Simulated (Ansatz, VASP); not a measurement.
**PbO2: VASP beside Ansatz**

```
Pb O
1.0
     1.72316    0.99487    4.44785
    -1.72316    0.99487    4.44785
     0.00000   -1.98974    4.44785
Pb O
1 2
Cartesian
  0.0000 0.0000 0.0000
  0.0000 0.0000 3.4113
  0.0000 0.0000 9.9322
```

Alike in both runs: task single point; functional LDA; k mesh 12 × 12 × 12; occupations gaussian, width 0.05 eV; no spin polarisation.

```csv
,VASP,Ansatz
version,VASP 6.6.1,Ansatz 0.2.0
potentials or method,"VASP PAW LDA potentials, release 64 (Pb_d, O), cutoff 520 eV","scalar-relativistic, plane waves, PAW"
valence electrons in the cell,26,26
```

|  | VASP | Ansatz | Ansatz less VASP |
| --- | --- | --- | --- |
| pressure (GPa) | -8.1 | -8.5 | -0.36 |
| traceless stress, the component that is largest in VASP (GPa) | 1.25 | 1.57 | +0.324 |
| rms of the force components (eV/Å) | 0.180 | 0.197 | +0.0169 |

LDA's correlation is that of Perdew and Zunger in VASP and of Perdew and Wang (1992) in Ansatz. Atom by atom the forces differ by 0.017 eV/Å (rms over components).

Spin-orbit coupling is off throughout.
